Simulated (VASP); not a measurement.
# Be2C (Fm-3m) in VASP: further runs, part 2 of 3

VASP 6.6.1. The steps go on from the part before.

**3. Vibrations by perturbation theory, LDA**

This run uses another cell than the first one, of 6.48 Å³/atom.

INCAR

```
PREC = Accurate
ENCUT = 600
EDIFF = 1E-8
ISMEAR = 0
SIGMA = 0.01
LREAL = False
LASPH = True
NELM = 120
ALGO = Normal
ISIF = 2
LWAVE = False
LCHARG = False
GGA = CA
NBANDS = 11
IBRION = 8
NSW = 1
GGA_COMPAT = False
```

KPOINTS

```
regular mesh
0
Gamma
  8 8 8
```

POSCAR

```
Be2C
1.0
    0.0000000000      2.1341536118      2.1341536118
    2.1341536118      0.0000000000      2.1341536118
    2.1341536118      2.1341536118      0.0000000000
Be C
2 1
Direct
    0.2500000000      0.2500000000      0.2500000000
    0.7500000000      0.7500000000      0.7500000000
    0.0000000000      0.0000000000      0.0000000000
```

Potentials or basis: VASP PAW LDA potentials, release 64 (Be, C).

Launch:

```sh
cat potpaw_LDA.64/Be/POTCAR potpaw_LDA.64/C/POTCAR > POTCAR
mpirun -np 1 vasp_std > vasp.out
```

OUTCAR:

```text
PREC = Accurate
   ENCUT = 600
   EDIFF = 1E-8
   ISMEAR = 0
   LREAL = False
   LASPH = True
   NELM = 120
   ISIF = 2
   GGA = CA
   IBRION = 8
   NSW = 1

 ion  position               nearest neighbor table
   1  0.250  0.250  0.250-   3 1.85   3 1.85   3 1.85   3 1.85   2 2.13   2 2.13   2 2.13   2 2.13
                             2 2.13   2 2.13
   2  0.750  0.750  0.750-   3 1.85   3 1.85   3 1.85   3 1.85   1 2.13   1 2.13   1 2.13   1 2.13
                             1 2.13   1 2.13
   3  0.000  0.000  0.000-   2 1.85   2 1.85   2 1.85   1 1.85   1 1.85   1 1.85   2 1.85   1 1.85

  LATTYP: Found a face centered cubic cell.
 ALAT       =     4.2683072236

  Lattice vectors:

 A1 = (   0.0000000000,   2.1341536118,   2.1341536118)
 A2 = (   2.1341536118,   0.0000000000,   2.1341536118)
 A3 = (   2.1341536118,   2.1341536118,   0.0000000000)

Analysis of symmetry for initial positions (statically):
=====================================================================
 Subroutine PRICEL returns:
 Original cell was already a primitive cell.

 Routine SETGRP: Setting up the symmetry group for a
 face centered cubic supercell.

 Subroutine GETGRP returns: Found 48 space group operations
 (whereof 48 operations were pure point group operations)
 out of a pool of 48 trial point group operations.

The static configuration has the point symmetry O_h .

Analysis of symmetry for dynamics (positions and initial velocities):
=====================================================================
 Subroutine PRICEL returns:
 Original cell was already a primitive cell.

 Routine SETGRP: Setting up the symmetry group for a
 face centered cubic supercell.

 Subroutine GETGRP returns: Found 48 space group operations
 (whereof 48 operations were pure point group operations)
 out of a pool of 48 trial point group operations.

The dynamic configuration has the point symmetry O_h .

 Subroutine INISYM returns: Found 48 space group operations
 (whereof 48 operations are pure point group operations),
 and found     1 'primitive' translations

----------------------------------------------------------------------------------------

                                     Primitive cell

  volume of cell :      19.4405

  direct lattice vectors                    reciprocal lattice vectors
     0.000000000  2.134153612  2.134153612    -0.234284916  0.234284916  0.234284916
     2.134153612  0.000000000  2.134153612     0.234284916 -0.234284916  0.234284916
     2.134153612  2.134153612  0.000000000     0.234284916  0.234284916 -0.234284916

  length of vectors
     3.018148982  3.018148982  3.018148982     0.405793378  0.405793378  0.405793378

  position of ions in fractional coordinates (direct lattice)
[... 468 lines left out ...]
      7      18.0882      0.00000
      8      18.8082      0.00000
      9      20.3756      0.00000
     10      21.9195      0.00000
     11      25.8323      0.00000

 [... further k-points ...]

------------------------ aborting loop because EDIFF is reached ----------------------------------------

  FORCE on cell =-STRESS in cart. coord.  units (eV):
  Direction    XX          YY          ZZ          XY          YZ          ZX
  --------------------------------------------------------------------------------------
  -------------------------------------------------------------------------------------
  Total        0.0583168      0.0583168      0.0583168      0.0000000      0.0000000     -0.0000000
  in kB        4.8061455      4.8061455      4.8061455      0.0000000      0.0000000     -0.0000000
  external PRESSURE =       4.8061455 kB  Pullay stress =       0.0000000 kB

 VOLUME and BASIS-vectors are now :
 -----------------------------------------------------------------------------
  energy-cutoff  :      600.00
  volume of cell :       19.44
      direct lattice vectors                 reciprocal lattice vectors
     0.000000000  2.134153612  2.134153612    -0.234284916  0.234284916  0.234284916
     2.134153612  0.000000000  2.134153612     0.234284916 -0.234284916  0.234284916
     2.134153612  2.134153612  0.000000000     0.234284916  0.234284916 -0.234284916

 POSITION                                       TOTAL-FORCE (eV/Angst)
 -----------------------------------------------------------------------------------
      1.06708      1.06708      1.06708        -0.000000     -0.000000     -0.000000
      3.20123      3.20123      3.20123         0.000000      0.000000      0.000000
      0.00000      0.00000      0.00000         0.000000      0.000000      0.000000
 -----------------------------------------------------------------------------------
    total drift:                               -0.000000     -0.000000     -0.000000

  FREE ENERGIE OF THE ION-ELECTRON SYSTEM (eV)
  ---------------------------------------------------
  free  energy   TOTEN  =       -19.4320431385 eV

  energy  without entropy=      -19.4320431385  energy(sigma->0) =      -19.43204314

[... ionic steps 2 to 9 ...]

--------------------------------------- Ionic step       10  -------------------------------------------

 Free energy of the ion-electron system (eV)
  ---------------------------------------------------
  ---------------------------------------------------
  free energy    TOTEN  =        -0.12595905 eV

  energy without entropy =       -0.12595905

------------------------ aborting loop because EDIFF is reached ----------------------------------------

 INTERNAL STRAIN TENSOR  FOR ION    3  DIRECTION 1   (eV/Angst):
 -----------------------------------------------------------------------------
    -0.02412  0.00000 -0.00000
     0.00000  0.01449  0.00000
    -0.00000  0.00000  0.01449

 INTERNAL STRAIN TENSOR FOR ION    3 for displacements in x,y,z  (eV/Angst):
          X           Y           Z          XY          YZ          ZX
  --------------------------------------------------------------------------------
  x     0.00000     0.00000     0.00000     0.00000     0.00000     0.00000
  y     0.00000     0.00000     0.00000     0.00000     0.00000     0.00000
  z     0.00000     0.00000     0.00000     0.00000     0.00000     0.00000

 SECOND DERIVATIVES (NOT SYMMETRIZED)
 ------------------------------------
               1X          1Y          1Z          2X          2Y          2Z          3X          3Y          3Z
  1X   -11.641289    0.000000    0.000000    5.643620    0.000000    0.000000    5.997669    0.000000    0.000000
  1Y     0.000000  -11.641289    0.000000    0.000000    5.643620    0.000000    0.000000    5.997669    0.000000
  1Z     0.000000    0.000000  -11.641289    0.000000    0.000000    5.643620    0.000000    0.000000    5.997669
  2X     5.643620    0.000000    0.000000  -11.641289    0.000000    0.000000    5.997669    0.000000    0.000000
  2Y     0.000000    5.643620    0.000000    0.000000  -11.641289    0.000000    0.000000    5.997669    0.000000
  2Z     0.000000    0.000000    5.643620    0.000000    0.000000  -11.641289    0.000000    0.000000    5.997669
  3X     5.995877    0.000000    0.000000    5.995877    0.000000    0.000000  -11.991754    0.000000    0.000000
  3Y     0.000000    5.995877    0.000000    0.000000    5.995877    0.000000    0.000000  -11.991754    0.000000
  3Z     0.000000    0.000000    5.995877    0.000000    0.000000    5.995877    0.000000    0.000000  -11.991754

 Eigenvectors and eigenvalues of the dynamical matrix
 ----------------------------------------------------

   1 f  =   21.649586 THz   136.028360 2PiTHz  722.152451 cm-1    89.535452 meV
             X         Y         Z           dx          dy          dz
      1.067077  1.067077  1.067077     0.095095   -0.696520   -0.076270
      3.201230  3.201230  3.201230    -0.095095    0.696520    0.076270
      0.000000  0.000000  0.000000    -0.000000    0.000000    0.000000
[... 43 lines left out ...]
   9 f/i=    0.001476 THz     0.009274 2PiTHz    0.049236 cm-1     0.006104 meV
             X         Y         Z           dx          dy          dz
      1.067077  1.067077  1.067077     0.547748   -0.000000   -0.000000
      3.201230  3.201230  3.201230     0.547748    0.000000    0.000000
      0.000000  0.000000  0.000000     0.632412    0.000000    0.000000

--------------------------------------------------------------------------------------------------------

 ELASTIC MODULI CONTR FROM IONIC RELAXATION (kBar)
 Direction    XX          YY          ZZ          XY          YZ          ZX
 --------------------------------------------------------------------------------
 XX          -0.0000      0.0000      0.0000     -0.0000      0.0000     -0.0000
 YY           0.0000     -0.0000     -0.0000     -0.0000     -0.0000      0.0000
 ZZ           0.0000     -0.0000     -0.0000      0.0000     -0.0000     -0.0000
 XY          -0.0000     -0.0000      0.0000    -23.0134      0.0000     -0.0000
 YZ           0.0000     -0.0000     -0.0000      0.0000    -23.0134     -0.0000
 ZX          -0.0000      0.0000     -0.0000     -0.0000     -0.0000    -23.0134
 --------------------------------------------------------------------------------
```

OSZICAR:

```text
N       E                     dE             d eps       ncg     rms          rms(c)
DAV:   1     0.250742133703E+01    0.25074E+01   -0.43548E+03   638   0.744E+02
DAV:   2    -0.198953520338E+02   -0.22403E+02   -0.20584E+02   824   0.114E+02
DAV:   3    -0.206710046039E+02   -0.77565E+00   -0.77229E+00   842   0.179E+01
DAV:   4    -0.206734454484E+02   -0.24408E-02   -0.24407E-02   719   0.114E+00
[... 34 lines left out ...]
RMM:   6    -0.125961758803E+00   -0.60935E-05   -0.41233E-08  2114   0.154E-03    0.554E-04
RMM:   7    -0.125958810174E+00    0.29486E-05   -0.59177E-10  2160   0.213E-04    0.264E-05
RMM:   8    -0.125959063623E+00   -0.25345E-06   -0.78537E-11  2105   0.345E-05    0.668E-06
RMM:   9    -0.125959047227E+00    0.16396E-07    0.11978E-10  2066   0.476E-06    0.261E-06
RMM:  10    -0.125959051262E+00   -0.40345E-08    0.23503E-10  1898   0.132E-06    0.836E-08
 Linear response finished
```

stdout:

```text
POSCAR found type information on POSCAR BeC
 POSCAR found :  2 types and       3 ions
 scaLAPACK will be used
 LDA part: xc-table for (Slater(with rela. corr.)+CA(PZ))
 , standard interpolation
 POSCAR, INCAR and KPOINTS ok, starting setup
 FFT: planning ... GRIDC
 FFT: planning ... GRID_SOFT
 FFT: planning ... GRID
 WAVECAR not read
 entering main loop
 Linear response reoptimize wavefunctions to high precision
 Linear response DOF=           2
 Linear response progress:
 first order change of Fermi-energy   0.10688E+02
 force on displaced ion       1 direction 1 : -11.641   0.000   0.000
 Linear response progress:
 first order change of Fermi-energy   0.42102E-03
 force on displaced ion       3 direction 1 : -11.992   0.000   0.000
 Linear response finished
```

It took 43 s on 1 thread of Intel Xeon 8259CL, shared host; peak memory 0.17 GiB.

What came out:

```yaml
Highest_phonon_frequency_at_Γ: 722 cm⁻¹
```

Phonon frequencies in cm⁻¹ (negative: imaginary):
| q point | frequencies |
| --- | --- |
| (0.000, 0.000, 0.000) | 0 0 0 673 673 673 722 722 722 |

**4. Vibrations by perturbation theory, LDA**

This run uses another cell than the first one, of 6.48 Å³/atom.

INCAR

```
SYSTEM = Be2C
ALGO = Normal ; EDIFF = 1E-8
ENCUT = 600 ; GGA = CA
GGA_COMPAT = .FALSE. ; IBRION = 8
ISIF = 2 ; ISMEAR = 0
LASPH = .TRUE. ; LCHARG = .FALSE.
LEPSILON = .TRUE. ; LREAL = .FALSE.
LWAVE = .FALSE. ; NBANDS = 11
NELM = 120 ; NSW = 1
PREC = Accurate ; SIGMA = 0.01
```

KPOINTS

```
k-points
0
G
  8 8 8
  0 0 0
```

POSCAR is that of step 3.

Potentials or basis: VASP PAW LDA potentials, release 64 (Be, C).

Launch:

```sh
cat potpaw_LDA.64/Be/POTCAR potpaw_LDA.64/C/POTCAR > POTCAR
mpirun -np 1 vasp_std > vasp.out
```

OUTCAR:

```text
SYSTEM = Be2C
   EDIFF = 1E-8
   ENCUT = 600
   GGA = CA
   IBRION = 8
   ISIF = 2
   ISMEAR = 0
   LASPH = .TRUE.
   LEPSILON = .TRUE.
   LREAL = .FALSE.
   NELM = 120
   NSW = 1
   PREC = Accurate

 ion  position               nearest neighbor table
   1  0.250  0.250  0.250-   3 1.85   3 1.85   3 1.85   3 1.85   2 2.13   2 2.13   2 2.13   2 2.13
                             2 2.13   2 2.13
   2  0.750  0.750  0.750-   3 1.85   3 1.85   3 1.85   3 1.85   1 2.13   1 2.13   1 2.13   1 2.13
                             1 2.13   1 2.13
   3  0.000  0.000  0.000-   2 1.85   2 1.85   2 1.85   1 1.85   1 1.85   1 1.85   2 1.85   1 1.85

  LATTYP: Found a face centered cubic cell.
 ALAT       =     4.2683072236

  Lattice vectors:

 A1 = (   0.0000000000,   2.1341536118,   2.1341536118)
 A2 = (   2.1341536118,   0.0000000000,   2.1341536118)
 A3 = (   2.1341536118,   2.1341536118,   0.0000000000)

Analysis of symmetry for initial positions (statically):
=====================================================================
 Subroutine PRICEL returns:
 Original cell was already a primitive cell.

 Routine SETGRP: Setting up the symmetry group for a
 face centered cubic supercell.

 Subroutine GETGRP returns: Found 48 space group operations
 (whereof 48 operations were pure point group operations)
 out of a pool of 48 trial point group operations.

The static configuration has the point symmetry O_h .

[... 610 lines left out ...]
 ion    1
    1     1.52448    -0.00000     0.00000
    2     0.00000     1.52448     0.00000
    3    -0.00000     0.00000     1.52448
 ion    2
    1     1.52448     0.00000     0.00000
    2     0.00000     1.52448     0.00000
    3     0.00000     0.00000     1.52448
 ion    3
    1    -3.04897    -0.00000    -0.00000
    2     0.00000    -3.04897    -0.00000
    3    -0.00000     0.00000    -3.04897

 INTERNAL STRAIN TENSOR FOR ION    3 for displacements in x,y,z  (eV/Angst):
          X           Y           Z          XY          YZ          ZX
  --------------------------------------------------------------------------------
  x     0.00000     0.00000     0.00000     0.00000     0.00000     0.00000
  y     0.00000     0.00000     0.00000     0.00000     0.00000     0.00000
  z     0.00000     0.00000     0.00000     0.00000     0.00000     0.00000

 SECOND DERIVATIVES (NOT SYMMETRIZED)
 ------------------------------------
               1X          1Y          1Z          2X          2Y          2Z          3X          3Y          3Z
  1X   -11.641289    0.000000    0.000000    5.643620    0.000000    0.000000    5.997669    0.000000    0.000000
  1Y     0.000000  -11.641289    0.000000    0.000000    5.643620    0.000000    0.000000    5.997669    0.000000
  1Z     0.000000    0.000000  -11.641289    0.000000    0.000000    5.643620    0.000000    0.000000    5.997669
  2X     5.643620    0.000000    0.000000  -11.641289    0.000000    0.000000    5.997669    0.000000    0.000000
  2Y     0.000000    5.643620    0.000000    0.000000  -11.641289    0.000000    0.000000    5.997669    0.000000
  2Z     0.000000    0.000000    5.643620    0.000000    0.000000  -11.641289    0.000000    0.000000    5.997669
  3X     5.995877    0.000000    0.000000    5.995877    0.000000    0.000000  -11.991754    0.000000    0.000000
  3Y     0.000000    5.995877    0.000000    0.000000    5.995877    0.000000    0.000000  -11.991754    0.000000
  3Z     0.000000    0.000000    5.995877    0.000000    0.000000    5.995877    0.000000    0.000000  -11.991754

 Eigenvectors and eigenvalues of the dynamical matrix
 ----------------------------------------------------

   1 f  =   21.649586 THz   136.028360 2PiTHz  722.152452 cm-1    89.535452 meV
             X         Y         Z           dx          dy          dz
      1.067077  1.067077  1.067077     0.086035   -0.701840    0.004253
      3.201230  3.201230  3.201230    -0.086035    0.701840   -0.004253
      0.000000  0.000000  0.000000     0.000000   -0.000000    0.000000
[... 43 lines left out ...]
   9 f/i=    0.001476 THz     0.009273 2PiTHz    0.049231 cm-1     0.006104 meV
             X         Y         Z           dx          dy          dz
      1.067077  1.067077  1.067077     0.547748    0.000000   -0.000000
      3.201230  3.201230  3.201230     0.547748    0.000000    0.000000
      0.000000  0.000000  0.000000     0.632412    0.000000    0.000000

--------------------------------------------------------------------------------------------------------

 MACROSCOPIC STATIC DIELECTRIC TENSOR IONIC CONTRIBUTION
 ------------------------------------------------------
           7.215033     0.000000     0.000000
           0.000000     7.215033    -0.000000
           0.000000    -0.000000     7.215033
 ------------------------------------------------------

 ELASTIC MODULI CONTR FROM IONIC RELAXATION (kBar)
 Direction    XX          YY          ZZ          XY          YZ          ZX
 --------------------------------------------------------------------------------
 XX          -0.0000     -0.0000     -0.0000     -0.0000     -0.0000     -0.0000
 YY          -0.0000     -0.0000     -0.0000     -0.0000     -0.0000     -0.0000
 ZZ          -0.0000     -0.0000     -0.0000     -0.0000     -0.0000     -0.0000
 XY          -0.0000     -0.0000     -0.0000    -23.0135      0.0000     -0.0000
 YZ          -0.0000     -0.0000     -0.0000      0.0000    -23.0135     -0.0000
 ZX          -0.0000     -0.0000     -0.0000     -0.0000     -0.0000    -23.0135
 --------------------------------------------------------------------------------

 PIEZOELECTRIC TENSOR IONIC CONTR  for field in x, y, z        (C/m^2)
          XX          YY          ZZ          XY          YZ          ZX
  --------------------------------------------------------------------------------
  x    -0.00000    -0.00000    -0.00000     0.00000     0.00000    -0.00000
  y     0.00000     0.00000     0.00000    -0.00000     0.00000     0.00000
  z     0.00000     0.00000     0.00000     0.00000    -0.00000    -0.00000
```

stdout:

```text
POSCAR found type information on POSCAR BeC
 POSCAR found :  2 types and       3 ions
 scaLAPACK will be used
 LDA part: xc-table for (Slater(with rela. corr.)+CA(PZ))
 , standard interpolation
 POSCAR, INCAR and KPOINTS ok, starting setup
 FFT: planning ... GRIDC
 FFT: planning ... GRID_SOFT
 FFT: planning ... GRID
[... 24 lines left out ...]
 Linear response to external field, progress :
  Direction:   3
 dielectric tensor                  component  3 :     0.255     1.181     6.903
 Linear response DOF=           2
 Linear response progress:
 first order change of Fermi-energy   0.10688E+02
 force on displaced ion       1 direction 1 : -11.641  -0.000  -0.000
 Born effective charge ion    1 direction 1 :   1.519   0.000   0.000
 Linear response progress:
 first order change of Fermi-energy   0.42102E-03
 force on displaced ion       3 direction 1 : -11.992   0.000   0.000
 Born effective charge ion    3 direction 1 :  -3.054   0.000   0.000
 Born effective charges drift removed
 Linear response finished
```

Run time: 85 s. Hardware: 1 thread of Intel Xeon 8259CL, shared host; peak memory 0.19 GiB.

Results:

```yaml
Electronic_dielectric_tensor_diagonal: 6.90
Born_charges_mean_of_the_diagonal: Be +1.52; C -3.05 e
Highest_phonon_frequency_at_Γ: 722 cm⁻¹
```

Phonon frequencies in cm⁻¹ (negative: imaginary):
| q point | frequencies |
| --- | --- |
| (0.000, 0.000, 0.000) | 0 0 0 673 673 673 722 722 722 |

Electronic dielectric tensor:
```
6.90 0.00 0.00
0.00 6.90 0.00
0.00 0.00 6.90
```

Born effective charge tensors (e):
atom 1, Be
```
1.52 0.00 0.00
0.00 1.52 0.00
0.00 0.00 1.52
```
atom 2, Be
```
1.52 0.00 0.00
0.00 1.52 0.00
0.00 0.00 1.52
```
atom 3, C
```
-3.05  0.00  0.00
 0.00 -3.05  0.00
 0.00  0.00 -3.05
```

[end of part 2 of 3]
